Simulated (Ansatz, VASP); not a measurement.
## One calculation of ZnS, two programs

Contents of INCAR:

```
SYSTEM = ZnS
ALGO     = Normal         ! electronic algorithm
EDIFF    = 1E-6           ! SCF threshold, eV
ENCUT    = 520            ! plane-wave cutoff, eV
GGA      = PE             ! functional
ISIF     = 2              ! what is computed and relaxed
ISMEAR   = 0              ! smearing method
LASPH    = .True.         ! aspherical terms in the spheres
LCHARG   = .False.        ! write CHGCAR
LREAL    = .False.        ! projectors in reciprocal space
LWAVE    = .False.        ! write WAVECAR
NBANDS   = 26             ! bands
NELM     = 80             ! most SCF steps
PREC     = Accurate       ! precision mode
SIGMA    = 0.01           ! smearing width, eV
```

File KPOINTS:

```
k-points
0
Gamma
  6 6 4
  0 0 0
```

File POSCAR:

```
ZnS
1.0
    3.6600485333      0.0000000000      0.0000000000
   -1.8300242666      3.1696950089      0.0000000000
    0.0000000000      0.0000000000      5.9725428596
Zn S
2 2
Direct
    0.0000000000      0.0000000000      0.0000000000
    0.0000000000      0.0000000000      0.5000000000
    0.3333333333      0.6666666667      0.2500000000
    0.6666666667      0.3333333333      0.7500000000
```

Input for Ansatz:

```yaml
crystal:
  lattice:
    - [3.6600485333, 0.0, 0.0]
    - [-1.8300242666, 3.1696950089, 0.0]
    - [0.0, 0.0, 5.9725428596]
  atoms:
    - { symbol: Zn, position: [0.0, 0.0, 0.0] }
    - { symbol: Zn, position: [0.0, 0.0, 0.5] }
    - { symbol: S, position: [0.3333333333, 0.6666666667, 0.25] }
    - { symbol: S, position: [0.6666666667, 0.3333333333, 0.75] }
kpoints:
  mp_grid: { grid: [6, 6, 4] }
hamiltonian:
  xc: pbe
scf:
  occupations: { method: fixed }
  n_extra_bands: 5
output:
  forces: true
  stress: true
  eigenvalues: true
```

Alike in both runs: task single point; functional PBE; k mesh 6 × 6 × 4; no spin polarisation.

|  | VASP | Ansatz |
| --- | --- | --- |
| version | VASP 6.6.1 | Ansatz 0.2.0 |
| potentials or method | VASP PAW PBE potentials, release 64 (Zn, S) | plane waves, PAW |
| plane-wave cutoff (eV) | 520 | 420 |
| occupations | gaussian, width 0.01 eV | fixed |
| valence electrons in the cell | 36 | 36 |

Ansatz gave:

- gap on the k mesh at the Fermi level (eV): 0.41
- pressure (GPa): -2.3
- traceless stress, the component that is largest in VASP (GPa): -0.15

Task: Estimate VASP's values.

Result: gap on the k mesh at the Fermi level (eV): 0.40; pressure (GPa): -2.2; traceless stress, the component that is largest in VASP (GPa): -0.16.
